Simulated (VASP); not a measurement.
The system is PbO.

```
Pb O
1.0
     3.84076    0.00000    0.00000
    -1.92038    3.32619    0.00000
     0.00000    0.00000    5.35307
Pb O
2 2
Direct
  0.33333 0.66667 0.25000
  0.66667 0.33333 0.75000
  0.00000 0.00000 0.00000
  0.00000 0.00000 0.50000
```

- Program: VASP 6.6.1
- Task: relaxation of cell and atoms
- Functional: PBE
- Potentials or basis: VASP PAW PBE potentials, release 64 (Pb_d, O)
- Cutoff: 600 eV
- k mesh: 10 × 10 × 6
- Occupations: gaussian, width 0.05 eV
- Spin: no spin polarisation

At the start: pressure 6.1 GPa; volume 17.10 Å³/atom.

Question: How do energy, volume and symmetry change on relaxing?

Answer: Over 7 steps the energy falls by 214.4 meV/atom and the volume is 17.96 Å³/atom (+5.1 %); space group P6_3/mmc (No. 194, to 0.1 Å) before and after.

Step by step:
```tsv
step	energy change (eV)	largest force (eV/Å)	pressure (GPa)	volume (Å³)
1	0.0000	0.0000	6.08	68.39
2	-0.6544	0.0000	-2.18	74.67
3	-0.6620	0.0000	-7.11	79.87
4	-0.7155	0.0000	-4.79	77.24
5	-0.8573	0.0000	-0.22	72.06
6	-0.8573	0.0000	-0.19	72.01
7	-0.8574	0.0000	0.04	71.86
```

Final structure:
```
Pb O
1.0
     3.61933    0.00000    0.00000
    -1.80967    3.13444    0.00000
     0.00000    0.00000    6.33395
Pb O
2 2
Direct
  0.33333 0.66667 0.25000
  0.66667 0.33333 0.75000
  0.00000 0.00000 0.00000
  0.00000 0.00000 0.50000
```

Caveat: a cell axis changed by over 15 % at a fixed basis, so the end point is rough.
